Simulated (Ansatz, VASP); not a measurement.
SiC in VASP and in Ansatz

Contents of POSCAR:

```
SiC
1.0
    4.3480000000      0.0000000000      0.0000000000
    0.0000000000     -4.3480000000      0.0000000000
    0.0000000000      0.0000000000     -4.3480000000
Si C
4 4
Direct
    0.0000000000      0.4517019319      0.5000000000
    0.5000000000      0.0000000000      0.5000000000
    0.5000000000      0.5000000000      0.0000000000
    0.0000000000      0.0000000000      0.0000000000
    0.7500000000      0.7500000000      0.7500000000
    0.2500000000      0.2500000000      0.7500000000
    0.2500000000      0.7500000000      0.2500000000
    0.7500000000      0.2500000000      0.2500000000
```

Contents of INCAR.step1:

```
SYSTEM = SiC
ALGO     = Normal         ! electronic algorithm
EDIFF    = 1E-4           ! SCF threshold, eV
ENCUT    = 520            ! plane-wave cutoff, eV
GGA      = PE             ! functional
ISMEAR   = 0              ! smearing method
LASPH    = .TRUE.         ! aspherical terms in the spheres
LCHARG   = .FALSE.        ! write CHGCAR
LREAL    = .FALSE.        ! projectors in reciprocal space
LWAVE    = .TRUE.         ! write WAVECAR
NBANDS   = 26             ! bands
NELM     = 80             ! most SCF steps
PREC     = Accurate       ! precision mode
SIGMA    = 0.05           ! smearing width, eV
```

The input INCAR.step2:

```
SYSTEM = SiC
ALGO     = Normal         ! electronic algorithm
EDIFF    = 1E-6           ! SCF threshold, eV
ENCUT    = 520            ! plane-wave cutoff, eV
ISIF     = 2              ! what is computed and relaxed
ISMEAR   = 0              ! smearing method
ISTART   = 1            
LASPH    = .TRUE.         ! aspherical terms in the spheres
LCHARG   = .FALSE.        ! write CHGCAR
LMIXTAU  = .TRUE.       
LREAL    = .FALSE.        ! projectors in reciprocal space
LWAVE    = .FALSE.        ! write WAVECAR
METAGGA  = R2SCAN         ! meta-GGA
NBANDS   = 26             ! bands
NELM     = 80             ! most SCF steps
PREC     = Accurate       ! precision mode
SIGMA    = 0.05           ! smearing width, eV
```

The input KPOINTS:

```
k-points
0
G
  6 6 6
  0 0 0
```

Input for Ansatz:

```yaml
crystal:
  lattice:
    - [4.348, 0.0, 0.0]
    - [0.0, -4.348, 0.0]
    - [0.0, 0.0, -4.348]
  atoms:
    - { symbol: Si, position: [0.0, 0.4517019319, 0.5] }
    - { symbol: Si, position: [0.5, 0.0, 0.5] }
    - { symbol: Si, position: [0.5, 0.5, 0.0] }
    - { symbol: Si, position: [0.0, 0.0, 0.0] }
    - { symbol: C, position: [0.75, 0.75, 0.75] }
    - { symbol: C, position: [0.25, 0.25, 0.75] }
    - { symbol: C, position: [0.25, 0.75, 0.25] }
    - { symbol: C, position: [0.75, 0.25, 0.25] }
basis:
  ecutwfc: 500
kpoints:
  mp_grid: { grid: [6, 6, 6] }
hamiltonian:
  xc: r2scan
scf:
  occupations: { method: gaussian, width: 0.05 }
output:
  forces: true
  stress: true
  eigenvalues: true
```

Alike in both runs: task single point; functional r2SCAN; k mesh 6 × 6 × 6; occupations gaussian, width 0.05 eV; no spin polarisation.

|  | VASP | Ansatz |
| --- | --- | --- |
| version | VASP 6.6.1 | Ansatz 0.2.0 |
| potentials or method | VASP PAW PBE potentials, release 64 (Si, C), cutoff 520 eV | scalar-relativistic, plane waves, PAW |
| valence electrons in the cell | 32 | 32 |

VASP gave:

| Quantity | Value |
| --- | --- |
| gap on the k mesh at the Fermi level (eV) | 0.83 |
| least direct gap on the mesh (eV) | 0.83 |
| pressure (GPa) | 2.7 |
| traceless stress, the component that is largest in VASP (GPa) | -3.50 |
| rms of the force components (eV/Å) | 1.306 |

Q: What did Ansatz give for the same quantities?

A: gap on the k mesh at the Fermi level (eV): 0.82; least direct gap on the mesh (eV): 0.82; pressure (GPa): 2.9; traceless stress, the component that is largest in VASP (GPa): -3.54; rms of the force components (eV/Å): 1.309.

VASP's potentials were made for PBE, not for r2SCAN. Atom by atom the forces differ by 0.004 eV/Å (rms over components).
